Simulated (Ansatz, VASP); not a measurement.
PbS in VASP and in Ansatz

```
CELL_PARAMETERS angstrom
2.98184 -2.98187 -0.00034
2.98184 2.98187 -0.00034
-1.09657 0.00000 11.65440
ATOMIC_POSITIONS crystal
Pb 0.77264 0.77264 0.62281
Pb 0.22736 0.22736 0.37719
S 0.26938 0.26938 0.60528
S 0.73062 0.73062 0.39472
```

Alike in both runs: functional r2SCAN; k mesh 8 × 8 × 4; occupations gaussian, width 0.02 eV; no spin polarisation.

Ansatz relaxed the structure, and its values are those at the end. VASP's run is a single point on that final structure, the one shown.

```csv
,VASP,Ansatz
version,VASP 6.6.1,Ansatz 0.2.0
potentials or method,"VASP PAW PBE potentials, release 64 (Pb_d, S), cutoff 520 eV","scalar-relativistic, plane waves, PAW"
valence electrons in the cell,40,40
```

```csv
,VASP,Ansatz,Ansatz less VASP
gap on the k mesh at the Fermi level (eV),2.21,2.21,-0.001
least direct gap on the mesh (eV),2.25,2.25,-0.003
rms of the force components (eV/Å),0.004,0.000,-0.0042
```

VASP's potentials were made for PBE, not for r2SCAN. With one functional, cell and mesh, what is left measures potentials, basis and numerics. Ansatz's warnings: xc potential rough in thin density.

Spin-orbit coupling is off throughout.
